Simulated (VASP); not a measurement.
# Bi8Te3Se8 (a cell with a defect) in VASP: single point with PBEsol

Aim: the single point of Bi8Te3Se8 (a cell with a defect) with PBEsol.

All numbers are computed with VASP 6.6.1; they aren't measurements. Logs are shortened: lines on timing, memory, paths and dates and some standing lists are left out, and cuts for length are marked.

## 1. The cell of the first run

The cell holds a defect, 19 atoms: a = 8.439 Å, b = 8.439 Å, c = 10.855 Å, α = 67.12°, β = 67.12°, γ = 60.00°.

## 2. Single point, PBEsol

File INCAR:

```
SYSTEM = Bi8Te3Se8
PREC = Accurate
ENCUT = 400
EDIFF = 1E-6
ISMEAR = 0
SIGMA = 0.05
LREAL = .FALSE.
LASPH = .TRUE.
NELM = 120
ALGO = Normal
ISIF = 2
LWAVE = .FALSE.
LCHARG = .TRUE.
GGA = PS
LELF = .TRUE.
LVHAR = .TRUE.
NBANDS = 108
GGA_COMPAT = .FALSE.
```

File KPOINTS:

```
Automatic mesh
0
G
  3 3 4
  0 0 0
```

File POSCAR:

```
Bi8Te3Se8
1.0
    4.2196402123      7.3086312373      0.0000000000
    8.4392804245      0.0000000000      0.0000000000
    4.2196402123      2.4362104124     -9.6997449345
Bi Te Se
8 3 8
Direct
    0.3968806358      0.4079898912      0.7871075169
    0.3968806566      0.9079899100      0.7871074677
    0.9108470495      0.3997377960      0.7897730495
    0.9108470530      0.8997377976      0.7897730518
    0.6031193642      0.5920101088      0.2128924831
    0.6031193434      0.0920100900      0.2128925323
    0.0891529505      0.6002622040      0.2102269505
    0.0891529470      0.1002622024      0.2102269482
    0.0000000000      0.2500000000      0.0000000000
    0.5000000000      0.0000000000      0.0000000000
    0.5000000000      0.5000000000      0.0000000000
    0.2123454342      0.2133155844      0.3610675693
    0.2123454773      0.7133155850      0.3610675364
    0.7095236999      0.2085535922      0.3734076951
    0.7095237055      0.7085535553      0.3734076942
    0.7876545658      0.7866844156      0.6389324307
    0.7876545227      0.2866844150      0.6389324636
    0.2904763001      0.7914464078      0.6265923049
    0.2904762945      0.2914464447      0.6265923058
```

Potentials or basis: VASP PAW PBE potentials, release 64 (Bi_d, Te, Se).

Launch:

```sh
$ cat potpaw_PBE.64/Bi_d/POTCAR potpaw_PBE.64/Te/POTCAR potpaw_PBE.64/Se/POTCAR > POTCAR
$ mpirun -np 1 vasp_std > vasp.out
```

OUTCAR:

```text
SYSTEM = Bi8Te3Se8
   PREC = Accurate
   ENCUT = 400
   EDIFF = 1E-6
   ISMEAR = 0
   LREAL = .FALSE.
   LASPH = .TRUE.
   NELM = 120
   ISIF = 2
   GGA = PS

 ion  position               nearest neighbor table
   1  0.397  0.408  0.787-  18 2.87  19 2.87  17 2.88  10 3.21  11 3.21   9 3.79
   2  0.397  0.908  0.787-  19 2.87  18 2.87  16 2.88  11 3.21  10 3.21   9 3.79
   3  0.911  0.400  0.790-   9 2.35  19 2.86  16 2.86  17 2.86  11 3.22
   4  0.911  0.900  0.790-  18 2.86  17 2.86  16 2.86  10 3.22
   5  0.603  0.592  0.213-  14 2.87  15 2.87  13 2.88  10 3.21  11 3.21   9 3.79
   6  0.603  0.092  0.213-  15 2.87  14 2.87  12 2.88  11 3.21  10 3.21   9 3.79
   7  0.089  0.600  0.210-  15 2.86  12 2.86  13 2.86  11 3.22
   8  0.089  0.100  0.210-   9 2.35  14 2.86  13 2.86  12 2.86  10 3.22
   9  0.000  0.250  0.000-   8 2.35   3 2.35  10 3.65  11 3.65   1 3.79   6 3.79   5 3.79   2 3.79

  10  0.500  0.000  0.000-   1 3.21   5 3.21   2 3.21   6 3.21   4 3.22   8 3.22   9 3.65
  11  0.500  0.500  0.000-   2 3.21   6 3.21   5 3.21   1 3.21   3 3.22   7 3.22   9 3.65
  12  0.212  0.213  0.361-   7 2.86   8 2.86   6 2.88
  13  0.212  0.713  0.361-   8 2.86   7 2.86   5 2.88
  14  0.710  0.209  0.373-   8 2.86   5 2.87   6 2.87
  15  0.710  0.709  0.373-   7 2.86   6 2.87   5 2.87
  16  0.788  0.787  0.639-   3 2.86   4 2.86   2 2.88
  17  0.788  0.287  0.639-   4 2.86   3 2.86   1 2.88
  18  0.290  0.791  0.627-   4 2.86   1 2.87   2 2.87
  19  0.290  0.291  0.627-   3 2.86   2 2.87   1 2.87

  LATTYP: Found a trigonal (rhomboedric) cell.
 ALAT       =    10.8547471868
 COS(alpha) =     0.6977673253

  Lattice vectors:

 A1 = (   0.0000000000,  -4.8724208249,  -9.6997449345)
 A2 = (  -4.2196402122,   2.4362104124,  -9.6997449345)
 A3 = (   4.2196402123,   2.4362104124,  -9.6997449345)

Analysis of symmetry for initial positions (statically):
=====================================================================
 Subroutine PRICEL returns:
 Original cell was already a primitive cell.

 Routine SETGRP: Setting up the symmetry group for a
 trigonal (rhombohedral) supercell.

 Subroutine GETGRP returns: Found  2 space group operations
 (whereof  1 operations were pure point group operations)
 out of a pool of 12 trial point group operations.

The static configuration has the point symmetry C_1 .
 The point group associated with its full space group is S_2 .

Analysis of symmetry for dynamics (positions and initial velocities):
=====================================================================
 Subroutine PRICEL returns:
[... 166 lines left out ...]
   ISIF   =      2    stress and relaxation
   ISYM   =      2    0-nonsym 1-usesym 2-fastsym
   POTIM  = 0.5000    time-step for ionic-motion
   TEBEG  =    0.0;   TEEND  =   0.0 temperature during run
   PSTRESS=    0.0 pullay stress
   NELECT =     186.0000    total number of electrons
   NUPDOWN=      -1.0000    fix difference up-down
   EMIN   =  10.00;   EMAX   =-10.00  energy-range for DOS
   EFERMI =   0.00;   METHOD = LEGACY
   ISMEAR =     0;   SIGMA  =   0.05  broadening in eV -4-tet -1-fermi 0-gaus
   EFERMI_NEDOS =   21; number of points for ismear=-14 and -15
   IALGO  =     38    algorithm
   IMIX   =      4    mixing-type and parameters
     AMIX     =   0.40;   BMIX     =  1.00
     AMIX_MAG =   1.60;   BMIX_MAG =  1.00
  volume/ion in A,a.u.               =      31.49       212.49
  Fermi-wavevector in a.u.,A,eV,Ry     =   1.109035  2.095772 16.734601  1.229958
  Thomas-Fermi vector in A             =   2.245570
   LORBIT       =      0    0 simple, 1 ext, 2 COOP (PROOUT), +10 PAW based schemes
   GGA     = PS    functional components
   LHFCALC =     F    Hartree Fock is set to
   AEXX    =    0.0000 exact exchange contribution
   IVDW    =     0    specifies the selected vdW correction
   LEPSILON=     F    determine dielectric tensor
   LRPA    =     F    only Hartree local field effects (RPA)
 non-spin polarized calculation
 Gauss-broadening in eV      SIGMA  =   0.05
  energy-cutoff  :      400.00
  volume of cell :      598.28
 maximum number of plane-waves:     10887
   NGX = 27   NGY = 27   NGZ = 35

 number of electron     185.9999978 magnetization

 Free energy of the ion-electron system (eV)
  ---------------------------------------------------
  ext. energy  EPLUGINS =         0.00000000
  ---------------------------------------------------
  free energy    TOTEN  =       -73.46578556 eV

  energy without entropy =      -73.45640445  energy(sigma->0) =      -73.46109500

 E-fermi :   5.3841     XC(G=0):  -9.3528

 val. band max:        5.3828755180   @ k =  -0.0000   0.3333   0.2500
 cond. band min:       5.4029518414   @ k =  -0.3333  -0.3333   0.2500
 fundamental gap:      0.0200763234
 Fermi energy:         5.3840718250

 k-point     1 :       0.0000    0.0000    0.0000
  band No.  band energies     occupation
      1     -18.6046      2.00000
      2     -18.6028      2.00000
      3     -18.3646      2.00000
      4     -18.3505      2.00000
      5     -18.3363      2.00000
      6     -18.3220      2.00000
[... 2041 lines left out ...]
    104       7.0099      0.00000
    105       7.1736      0.00000
 [bands above 105 left out]

------------------------ aborting loop because EDIFF is reached ----------------------------------------

  FORCE on cell =-STRESS in cart. coord.  units (eV):
  Direction    XX          YY          ZZ          XY          YZ          ZX
  --------------------------------------------------------------------------------------
  -------------------------------------------------------------------------------------
  Total        1.0651494      9.0963891     34.4596766     -0.0248712    -22.2323021     -0.0114842
  in kB        2.8524584     24.3600306     92.2826374     -0.0666048    -59.5378620     -0.0307546
  external PRESSURE =      39.8317088 kB  Pullay stress =       0.0000000 kB

 VOLUME and BASIS-vectors are now :
 -----------------------------------------------------------------------------
  energy-cutoff  :      400.00
  volume of cell :      598.28
      direct lattice vectors                 reciprocal lattice vectors
     4.219640212  7.308631237  0.000000000     0.000000000  0.136824525  0.034365165
     8.439280424  0.000000000  0.000000000     0.118493515 -0.068412263  0.034365165
     4.219640212  2.436210412 -9.699744934     0.000000000  0.000000000 -0.103095494

 POSITION                                       TOTAL-FORCE (eV/Angst)
 -----------------------------------------------------------------------------------
      8.43915      4.81821     -7.63474        -0.040437      0.107789      0.225937
     12.65879      4.81821     -7.63474         0.049574      0.098448      0.220131
     10.54950      8.58110     -7.66060        -0.007286     -4.336876      8.180264
     14.76914      8.58110     -7.66060         0.005818     -0.208101      0.236414
      8.43942      4.92663     -2.06500        -0.049574     -0.098448     -0.220131
      4.21978      4.92663     -2.06500         0.040437     -0.107789     -0.225937
[... 11 lines left out ...]
     10.54894      3.64949     -6.07779        -0.003681      0.095147      0.109079
      6.32930      3.64949     -6.07779         0.002660      0.095929      0.245221
 -----------------------------------------------------------------------------------
    total drift:                               -0.000009     -0.000002      0.000003

  FREE ENERGIE OF THE ION-ELECTRON SYSTEM (eV)
  ---------------------------------------------------
  free  energy   TOTEN  =       -73.4657855552 eV

  energy  without entropy=      -73.4564044540  energy(sigma->0) =      -73.46109500
```

stdout:

```text
POSCAR found type information on POSCAR BiTeSe
 POSCAR found :  3 types and      19 ions
 scaLAPACK will be used
 -----------------------------------------------------------------------------
|                                                                             |
|                                                                             |
|     You have a (more or less) 'large supercell' and for larger cells it     |
[... 32 lines left out ...]
|                                                                             |
 -----------------------------------------------------------------------------

 POSCAR, INCAR and KPOINTS ok, starting setup
 FFT: planning ... GRIDC
 FFT: planning ... GRID_SOFT
 FFT: planning ... GRID
 WAVECAR not read
 entering main loop
```

It took 44 min on 1 thread of Intel Xeon 8259CL, shared host; peak memory 0.91 GiB.

Results:

* Free energy: -73.4658 eV
* Pressure: 4.0 GPa
* Largest force: 9.259 eV/Å
* Band gap on the k mesh: zero (bands 93 and 94 overlap by 0.42 eV)

Forces on the atoms (eV/Å):
```
Bi  -0.040  0.108  0.226
Bi   0.050  0.098  0.220
Bi  -0.007 -4.337  8.180
Bi   0.006 -0.208  0.236
Bi  -0.050 -0.098 -0.220
Bi   0.040 -0.108 -0.226
Bi  -0.006  0.208 -0.236
Bi   0.007  4.337 -8.180
Te   0.000  0.000  0.000
Te   0.002  0.427  0.053
Te  -0.002 -0.427 -0.053
Se   0.845  0.409  0.041
Se  -0.842  0.412  0.032
Se  -0.003 -0.096 -0.245
Se   0.004 -0.095 -0.109
Se   0.842 -0.412 -0.032
Se  -0.845 -0.409 -0.041
Se  -0.004  0.095  0.109
Se   0.003  0.096  0.245
```

Caveat: the PAW data sets were made with another functional, which shifts forces and pressure a little; spin-orbit coupling is left out, which moves the levels of the heavy elements.
